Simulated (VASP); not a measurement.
# Rh (Immm) in VASP: further runs

The runs below take Rh through single point, with PBEsol.

All numbers are computed with VASP 6.6.1; they aren't measurements. Logs are shortened: lines on timing, memory, paths and dates and some standing lists are left out, and cuts for length are marked.

**1. The cell of the first run**

It takes space group Immm (No. 71, orthorhombic). Conventional cell: a = 2.646 Å, b = 2.680 Å, c = 3.789 Å, α = 90.00°, β = 90.00°, γ = 90.00°. Within 3.5 Å of Rh (site symmetry mmm) lie 12 Rh at 2.65 to 2.68 Å.

**2. Single point, PBEsol (uniaxial strain along a: -1.0 %)**

Input file INCAR:

```
SYSTEM = Rh
PREC = Accurate
ENCUT = 520
EDIFF = 1E-6
ISMEAR = 0
SIGMA = 0.1
LREAL = .FALSE.
LASPH = .TRUE.
NELM = 60
ALGO = Fast
ISIF = 2
LWAVE = .FALSE.
LCHARG = .FALSE.
GGA = PS
NBANDS = 22
```

Input file KPOINTS:

```
regular mesh
0
G
  20 20 14
  0 0 0
```

Input file POSCAR:

```
Rh
1.0
    1.8711012739      1.8711012739      0.0000000000
   -1.8947262900      1.8947262900      0.0000000000
    0.0000000000      0.0000000000      3.7894525799
Rh
2
Direct
    0.0000000000      0.0000000000      0.0000000000
    0.5000000000      0.5000000000      0.5000000000
```

Potentials or basis: VASP PAW PBE potentials, release 64 (Rh_pv).

The run is started by

```console
$ cat potpaw_PBE.64/Rh_pv/POTCAR > POTCAR
$ mpirun -np 1 vasp_std > vasp.out
```

OUTCAR:

```text
SYSTEM = Rh
   PREC = Accurate
   ENCUT = 520
   EDIFF = 1E-6
   ISMEAR = 0
   LREAL = .FALSE.
   LASPH = .TRUE.
   NELM = 60
   ISIF = 2
   GGA = PS

 ion  position               nearest neighbor table
   1  0.000  0.000  0.000-   2 2.67   2 2.67   2 2.67   2 2.67   2 2.67   2 2.67   2 2.67   2 2.67

   2  0.500  0.500  0.500-   1 2.67   1 2.67   1 2.67   1 2.67   1 2.67   1 2.67   1 2.67   1 2.67

  LATTYP: Found a simple orthorhombic cell.
 ALAT       =     2.6461367981
 B/A-ratio  =     1.0126262626
 C/A-ratio  =     1.4320697942

  Lattice vectors:

 A1 = (   1.8711012739,   1.8711012739,   0.0000000000)
 A2 = (  -1.8947262900,   1.8947262900,   0.0000000000)
 A3 = (   0.0000000000,   0.0000000000,   3.7894525799)

Analysis of symmetry for initial positions (statically):
=====================================================================
 Subroutine PRICEL returns following result:

  LATTYP: Found a body centered orthorhombic cell.
 ALAT       =     2.6461367981
 B/A-ratio  =     1.0126262626
 C/A-ratio  =     1.4320697942

  Lattice vectors:

 A1 = (   0.0118125081,  -1.8829137819,  -1.8947262900)
 A2 = (  -0.0118125081,   1.8829137819,  -1.8947262899)
 A3 = (   1.8829137819,  -0.0118125081,   1.8947262899)

   2 primitive cells build up your supercell.

 Routine SETGRP: Setting up the symmetry group for a
 simple orthorhombic supercell.

 Subroutine GETGRP returns: Found  8 space group operations
 (whereof  8 operations were pure point group operations)
 out of a pool of  8 trial point group operations.

The static configuration has the point symmetry D_2h.

Analysis of symmetry for dynamics (positions and initial velocities):
=====================================================================
 Subroutine PRICEL returns following result:

  LATTYP: Found a body centered orthorhombic cell.
 ALAT       =     2.6461367981
 B/A-ratio  =     1.0126262626
 C/A-ratio  =     1.4320697942

  Lattice vectors:

 A1 = (   0.0118125081,  -1.8829137819,  -1.8947262900)
 A2 = (  -0.0118125081,   1.8829137819,  -1.8947262899)
 A3 = (   1.8829137819,  -0.0118125081,   1.8947262899)

   2 primitive cells build up your supercell.

 Routine SETGRP: Setting up the symmetry group for a
 simple orthorhombic supercell.

 Subroutine GETGRP returns: Found  8 space group operations
 (whereof  8 operations were pure point group operations)
 out of a pool of  8 trial point group operations.

The dynamic configuration has the point symmetry D_2h.

 Subroutine INISYM returns: Found  8 space group operations
 (whereof  8 operations are pure point group operations),
 and found     2 'primitive' translations

----------------------------------------------------------------------------------------

                                     Primitive cell

  volume of cell :      13.4345

  direct lattice vectors                    reciprocal lattice vectors
     0.011812508 -1.882913782 -1.894726290     0.263890359 -0.263890359 -0.263890359
    -0.011812508  1.882913782 -1.894726290     0.267222308  0.267222308 -0.263890359
     1.882913782 -0.011812508  1.894726290     0.531112666  0.003331949  0.000000000

  length of vectors
     2.671234089  2.671234089  2.671234089     0.457071509  0.460926941  0.531123117

  position of ions in fractional coordinates (direct lattice)
     0.000000000  0.000000000  0.000000000

  ion indices of the primitive-cell ions
   primitive index   ion index
                 1           1

----------------------------------------------------------------------------------------

 KPOINTS: regular mesh

Automatic generation of k-mesh.
 Grid dimensions read from file:
 generate k-points for:   20   20   14

 Generating k-lattice:

  Cartesian coordinates                     Fractional coordinates (reciprocal lattice)
     0.013361115  0.013361115  0.000000000     0.050000000  0.000000000  0.000000000
    -0.013194518  0.013194518  0.000000000     0.000000000  0.050000000  0.000000000
     0.000000000  0.000000000  0.018849311     0.000000000  0.000000000  0.071428571

  Length of vectors
     0.018895471  0.018659866  0.018849311

  Shift w.r.t. Gamma in fractional coordinates (k-lattice)
     0.000000000  0.000000000  0.000000000

 Subroutine IBZKPT returns following result:
 ===========================================

 Found    968 irreducible k-points:

 Following reciprocal coordinates:
            Coordinates               Weight
  0.000000  0.000000  0.000000      1.000000
  0.050000  0.000000  0.000000      2.000000
  0.100000  0.000000  0.000000      2.000000
  0.150000  0.000000  0.000000      2.000000
  0.200000  0.000000  0.000000      2.000000
  0.250000  0.000000  0.000000      2.000000
[... 16 lines left out ...]
  0.000000  0.100000  0.000000      2.000000
  0.050000  0.100000  0.000000      4.000000
 [... further k-points ...]
   k-points           NKPTS =    968   k-points in BZ     NKDIM =    968   number of bands    NBANDS=     22
   number of dos      NEDOS =    301   number of ions     NIONS =      2
   total plane-waves  NPLWV =  11200
   dimension x,y,z NGX =    20 NGY =   20 NGZ =   28
   dimension x,y,z NGXF=    40 NGYF=   40 NGZF=   56
   ions per type =               2
   NGX,Y,Z   is equivalent  to a cutoff of  12.57, 12.41, 12.28 a.u.
   NGXF,Y,Z  is equivalent  to a cutoff of  25.13, 24.82, 24.57 a.u.
 SYSTEM =  Rh
   PREC   = accura    normal or accurate (medium, high low for compatibility)
   ISTART =      0    job   : 0-new  1-cont  2-samecut
   ICHARG =      2    charge: 1-file 2-atom 10-const
   ISPIN  =      1    spin polarized calculation?
   LNONCOLLINEAR =      F non collinear calculations
   LSORBIT =      F    spin-orbit coupling
   LASPH  =      T    aspherical Exc in radial PAW
   ENCUT  =  520.0 eV  38.22 Ry    6.18 a.u.   4.92  4.98  7.05*2*pi/ulx,y,z
   NELM   =     60;   NELMIN=  2; NELMDL= -5     # of ELM steps
   EDIFF  = 0.1E-05   stopping-criterion for ELM
   LREAL  =      F    real-space projection
   EDIFFG = 0.1E-04   stopping-criterion for IOM
   NSW    =      0    number of steps for IOM
   IBRION =     -1    ionic relax: 0-MD 1-quasi-New 2-CG
   NFREE  =      0    steps in history (QN), initial steepest desc. (CG)
   ISIF   =      2    stress and relaxation
   ISYM   =      2    0-nonsym 1-usesym 2-fastsym
   POTIM  = 0.5000    time-step for ionic-motion
   TEBEG  =    0.0;   TEEND  =   0.0 temperature during run
   PSTRESS=    0.0 pullay stress
   NELECT =      30.0000    total number of electrons
   NUPDOWN=      -1.0000    fix difference up-down
   EMIN   =  10.00;   EMAX   =-10.00  energy-range for DOS
   EFERMI =   0.00;   METHOD = LEGACY
   ISMEAR =     0;   SIGMA  =   0.10  broadening in eV -4-tet -1-fermi 0-gaus
   EFERMI_NEDOS =   21; number of points for ismear=-14 and -15
   IALGO  =     68    algorithm
   IMIX   =      4    mixing-type and parameters
     AMIX     =   0.40;   BMIX     =  1.00
     AMIX_MAG =   1.60;   BMIX_MAG =  1.00
  volume/ion in A,a.u.               =      13.43        90.66
  Fermi-wavevector in a.u.,A,eV,Ry     =   1.698368  3.209450 39.245384  2.884454
  Thomas-Fermi vector in A             =   2.778880
   LORBIT       =      0    0 simple, 1 ext, 2 COOP (PROOUT), +10 PAW based schemes
   GGA     = PS    functional components
   LHFCALC =     F    Hartree Fock is set to
   AEXX    =    0.0000 exact exchange contribution
   IVDW    =     0    specifies the selected vdW correction
   LEPSILON=     F    determine dielectric tensor
   LRPA    =     F    only Hartree local field effects (RPA)
 non-spin polarized calculation
 RMM-DIIS sequential band-by-band and
 Gauss-broadening in eV      SIGMA  =   0.10
  energy-cutoff  :      520.00
  volume of cell :       26.87
 maximum number of plane-waves:       744
 NGX is ok and might be reduce to    20
   NGX =  9   NGY =  9   NGZ = 15

 number of electron      30.0000000 magnetization

 Free energy of the ion-electron system (eV)
  ---------------------------------------------------
  ext. energy  EPLUGINS =         0.00000000
  ---------------------------------------------------
  free energy    TOTEN  =       -16.27831454 eV

  energy without entropy =      -16.26620583  energy(sigma->0) =      -16.27226018

 E-fermi :  12.1820     XC(G=0): -14.3676

 val. band max:       12.1815894139   @ k =   0.0500   0.0000   0.4286
 cond. band min:      12.1827320078   @ k =   0.3500   0.2000   0.3571
 fundamental gap:      0.0011425939
 Fermi energy:        12.1819720765

 k-point     1 :       0.0000    0.0000    0.0000
  band No.  band energies     occupation
      1     -34.9402      2.00000
      2     -34.4840      2.00000
      3     -34.4676      2.00000
      4     -34.1920      2.00000
      5     -34.1919      2.00000
      6     -34.1869      2.00000
[... 14 lines left out ...]
     21      25.8728      0.00000
     22      28.0974      0.00000

 k-point     2 :       0.0500    0.0000    0.0000
  band No.  band energies     occupation
      1     -34.9346      2.00000
      2     -34.4812      2.00000
      3     -34.4774      2.00000
      4     -34.2003      2.00000
      5     -34.1954      2.00000
      6     -34.1928      2.00000
[... 14 lines left out ...]
     21      25.5947      0.00000
     22      28.2058      0.00000

 k-point     3 :       0.1000    0.0000    0.0000
  band No.  band energies     occupation
      1     -34.9181      2.00000
      2     -34.5056      2.00000
      3     -34.4731      2.00000
      4     -34.2395      2.00000
      5     -34.2060      2.00000
      6     -34.1953      2.00000
[... 14 lines left out ...]
     21      26.0025      0.00000
     22      28.5167      0.00000

 k-point     4 :       0.1500    0.0000    0.0000
  band No.  band energies     occupation
      1     -34.8911      2.00000
      2     -34.5489      2.00000
      3     -34.4601      2.00000
      4     -34.3005      2.00000
      5     -34.2236      2.00000
      6     -34.1997      2.00000
[... 14 lines left out ...]
     21      26.7186      0.00000
     22      28.9857      0.00000

 k-point     5 :       0.2000    0.0000    0.0000
  band No.  band energies     occupation
      1     -34.8548      2.00000
      2     -34.6023      2.00000
      3     -34.4427      2.00000
      4     -34.3778      2.00000
      5     -34.2483      2.00000
      6     -34.2061      2.00000
[... 14 lines left out ...]
     21      27.6479      0.00000
     22      29.5342      0.00000

 k-point     6 :       0.2500    0.0000    0.0000
  band No.  band energies     occupation
      1     -34.8104      2.00000
      2     -34.6595      2.00000
      3     -34.4643      2.00000
      4     -34.4218      2.00000
      5     -34.2798      2.00000
      6     -34.2149      2.00000
[... 14 lines left out ...]
     21      28.7444      0.00000
     22      29.6687      0.00000

 k-point     7 :       0.3000    0.0000    0.0000
  band No.  band energies     occupation
      1     -34.7593      2.00000
      2     -34.7140      2.00000
      3     -34.5525      2.00000
      4     -34.3983      2.00000
      5     -34.3179      2.00000
      6     -34.2262      2.00000
[... 324 lines left out ...]
      6     -34.2648      2.00000
[... 14 lines left out ...]
     21      27.2468      0.00000
     22      28.8588      0.00000

 k-point    21 :       0.4500    0.0500    0.0000
  band No.  band energies     occupation
      1     -34.8021      2.00000
      2     -34.7601      2.00000
      3     -34.5822      2.00000
      4     -34.4660      2.00000
      5     -34.3295      2.00000
      6     -34.2841      2.00000
[... 14 lines left out ...]
     21      26.4224      0.00000
     22      27.7454      0.00000

 k-point    22 :       0.5000    0.0500    0.0000
  band No.  band energies     occupation
      1     -34.7922      2.00000
      2     -34.7922      2.00000
      3     -34.5230      2.00000
      4     -34.5230      2.00000
      5     -34.3058      2.00000
      6     -34.3058      2.00000
[... 14 lines left out ...]
     21      26.5271      0.00000
     22      26.5271      0.00000

 k-point    23 :       0.0000    0.1000    0.0000
  band No.  band energies     occupation
      1     -34.9186      2.00000
      2     -34.5165      2.00000
      3     -34.4576      2.00000
      4     -34.2396      2.00000
      5     -34.2066      2.00000
      6     -34.1905      2.00000
[... 14 lines left out ...]
     21      26.4558      0.00000
     22      28.4857      0.00000

 k-point    24 :       0.0500    0.1000    0.0000
  band No.  band energies     occupation
      1     -34.9132      2.00000
      2     -34.5160      2.00000
      3     -34.4652      2.00000
      4     -34.2440      2.00000
      5     -34.2099      2.00000
      6     -34.2002      2.00000
[... 14 lines left out ...]
     21      26.1451      0.00000
     22      28.5944      0.00000

 [... further k-points ...]

------------------------ aborting loop because EDIFF is reached ----------------------------------------

  FORCE on cell =-STRESS in cart. coord.  units (eV):
  Direction    XX          YY          ZZ          XY          YZ          ZX
  --------------------------------------------------------------------------------------
  -------------------------------------------------------------------------------------
  Total        0.3255198      0.3255198      0.0648907      0.4584786      0.0000000      0.0000000
  in kB       19.4105465     19.4105465      3.8693950     27.3388001      0.0000000      0.0000000
  external PRESSURE =      14.2301626 kB  Pullay stress =       0.0000000 kB

 VOLUME and BASIS-vectors are now :
 -----------------------------------------------------------------------------
  energy-cutoff  :      520.00
  volume of cell :       26.87
      direct lattice vectors                 reciprocal lattice vectors
     1.871101274  1.871101274  0.000000000     0.267222308  0.267222308  0.000000000
    -1.894726290  1.894726290  0.000000000    -0.263890359  0.263890359  0.000000000
     0.000000000  0.000000000  3.789452580     0.000000000  0.000000000  0.263890359

 POSITION                                       TOTAL-FORCE (eV/Angst)
 -----------------------------------------------------------------------------------
      0.00000      0.00000      0.00000        -0.000000     -0.000000     -0.000000
     -0.01181      1.88291      1.89473         0.000000      0.000000      0.000000
 -----------------------------------------------------------------------------------
    total drift:                               -0.000000      0.000000      0.000000

  FREE ENERGIE OF THE ION-ELECTRON SYSTEM (eV)
  ---------------------------------------------------
  free  energy   TOTEN  =       -16.2783145415 eV

  energy  without entropy=      -16.2662058252  energy(sigma->0) =      -16.27226018
```

It took 3.4 min on 1 thread of AMD EPYC 9R45 (Zen 5), shared host; peak memory 0.47 GiB.

What came out:

* Free energy: -16.2783 eV
* Pressure: 1.4 GPa
* Band gap on the k mesh: zero (bands 15 and 16 overlap by 2.55 eV)

Caveat: the cell differs from its parent crystal (uniaxial strain along a: -1.0 %); the PAW data sets were made with another functional, which shifts forces and pressure a little.

(Continued in part 2 of 2.)
